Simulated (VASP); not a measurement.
**Sr: single point with PBE**

The system is Sr.

```xyz
4
Lattice="4.2638 0.0000 0.0000 -2.1319 3.6925 0.0000 0.0000 0.0000 13.9317" Properties=species:S:1:pos:R:3 pbc="T T T"
Sr    0.0000    0.0000    0.0001
Sr    0.0000    2.4617    3.4828
Sr    0.0000    0.0000    6.9660
Sr    2.1319    1.2308   10.4486
```

This isn't the form of Sr at room conditions, which is fcc.

```json
{
  "Program": "VASP 6.6.1",
  "Task": "single point",
  "Functional": "PBE",
  "Potentials or basis": "VASP PAW PBE potentials, release 64 (Sr_sv)",
  "Cutoff": "520 eV",
  "k mesh": "6 × 6 × 2",
  "Occupations": "gaussian, width 0.1 eV",
  "Spin": "no spin polarisation",
  "Dipole correction": "no",
  "Further INCAR settings": "ALGO = Normal; EDIFF = 1e-07; NBANDS = 28"
}
```

```json
{"Pressure": "0.1 GPa", "Band gap on the k mesh": "zero (bands 20 and 21 overlap by 0.20 eV)"}
```

Levels at points of the mesh, in eV from the Fermi level:
```csv
k point,band 17,band 18,band 19,band 20,band 21,band 22,band 23,band 24
"(0.00, 0.00, 0.00)",-3.67,-2.72,-2.72,-1.14,0.05,1.25,1.27,2.20
"(0.50, 0.00, 0.00)",-1.13,-0.83,-0.77,-0.60,0.06,0.23,0.28,0.31
"(0.00, 0.00, 0.50)",-3.42,-3.42,-1.77,-1.77,0.52,0.52,1.97,1.97
"(0.50, 0.00, 0.50)",-1.02,-1.02,-0.65,-0.65,0.10,0.10,0.35,0.35
```

Run time: 2.4 min on 1 thread of Intel Xeon 8259CL, with other jobs on the host, peak memory 0.34 GiB.
